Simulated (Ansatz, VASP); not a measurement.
**LiBr: VASP beside Ansatz**

INCAR

```
PREC     = Accurate       # precision mode
ENCUT    = 650            # plane-wave cutoff, eV
EDIFF    = 1E-8           # SCF threshold, eV
ISMEAR   = -1             # smearing method
SIGMA    = 0.03           # smearing width, eV
LREAL    = F              # projectors in reciprocal space
LASPH    = T              # aspherical terms in the spheres
NELM     = 120            # most SCF steps
ALGO     = Normal         # electronic algorithm
ISIF     = 2              # what is computed and relaxed
LWAVE    = F              # write WAVECAR
LCHARG   = F              # write CHGCAR
LEFG     = T            
NBANDS   = 12             # bands
GGA_COMPAT= F
```

The input KPOINTS:

```
regular mesh
0
Gamma
  7 7 7
```

Contents of POSCAR:

```
LiBr
1.0
    0.0000000000      2.7506500000      2.7506500000
    2.7506500000      0.0000000000      2.7506500000
    2.7506500000      2.7506500000      0.0000000000
Li Br
1 1
Direct
    0.0000000000      0.0000000000      0.0000000000
    0.5000000000      0.5000000000      0.5000000000
```

Input for Ansatz:

```yaml
crystal:
  lattice:
    - [0.0, 2.75065, 2.75065]
    - [2.75065, 0.0, 2.75065]
    - [2.75065, 2.75065, 0.0]
  atoms:
    - { symbol: Li, position: [0.0, 0.0, 0.0] }
    - { symbol: Br, position: [0.5, 0.5, 0.5] }
kpoints:
  mp_grid: { grid: [7, 7, 7] }
scf:
  occupations: { method: fermi_dirac, width: 0.03 }
  mixing: { preconditioner: kerker_dos }
hamiltonian:
  xc: lda
  pseudopotentials: { kind: paw }
output:
  forces: true
  stress: true
  eigenvalues: true
  efg: { contact_densities: true }
  populations: true
basis:
  ecutwfc: "33.1 Ry"
```

Alike in both runs: task electric field gradients; functional LDA; k mesh 7 × 7 × 7; occupations fermi-dirac, width 0.03 eV; no spin polarisation.

|  | VASP | Ansatz |
| --- | --- | --- |
| version | VASP 6.6.1 | Ansatz 0.2.0 |
| potentials or method | VASP PAW LDA potentials, release 64 (Li_sv, Br), cutoff 650 eV | PAW with Ansatz's default frozen-core files, scalar-relativistic |
| valence electrons in the cell | 10 | 10 |

```tsv
	VASP	Ansatz	Ansatz less VASP
gap on the k mesh at the Fermi level (eV)	4.66	4.64	-0.021
pressure (GPa)	-2.8	-2.8	+0.05
```

LDA's correlation is that of Perdew and Zunger in VASP and of Perdew and Wang (1992) in Ansatz.
